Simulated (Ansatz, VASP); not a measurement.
# MgO in VASP and in Ansatz

```
Mg O
1.0
     0.00000    2.09925    2.09925
     2.09925    0.00000    2.09925
     2.09925    2.09925    0.00000
Mg O
1 1
Cartesian
  0.0000 0.0000 0.0000
  2.0992 2.0992 2.0992
```

Alike in both runs: functional r2SCAN; dispersion rVV10; k mesh 10 × 10 × 10; occupations gaussian, width 0.02 eV; no spin polarisation.

Ansatz relaxed the structure, and its values are those at the end. VASP's run is a single point on that final structure, the one shown.

|  | VASP | Ansatz |
| --- | --- | --- |
| version | VASP 6.6.1 | Ansatz 0.2.0 |
| potentials or method | VASP PAW PBE potentials, release 64 (Mg, O), cutoff 660 eV | scalar-relativistic, plane waves, PAW |
| valence electrons in the cell | 8 | 16 |

VASP gave:

* gap on the k mesh at the Fermi level (eV): 5.66
* least direct gap on the mesh (eV): 5.66
* pressure (GPa): -1.7

Task: Which values does Ansatz return?

Result: gap on the k mesh at the Fermi level (eV): 5.70; least direct gap on the mesh (eV): 5.70; pressure (GPa): 0.0.

VASP's potentials were made for PBE, not for r2SCAN. VASP's potentials hold 8 valence electrons a cell and Ansatz's 16, so a difference there can come from the potentials and not from the codes.
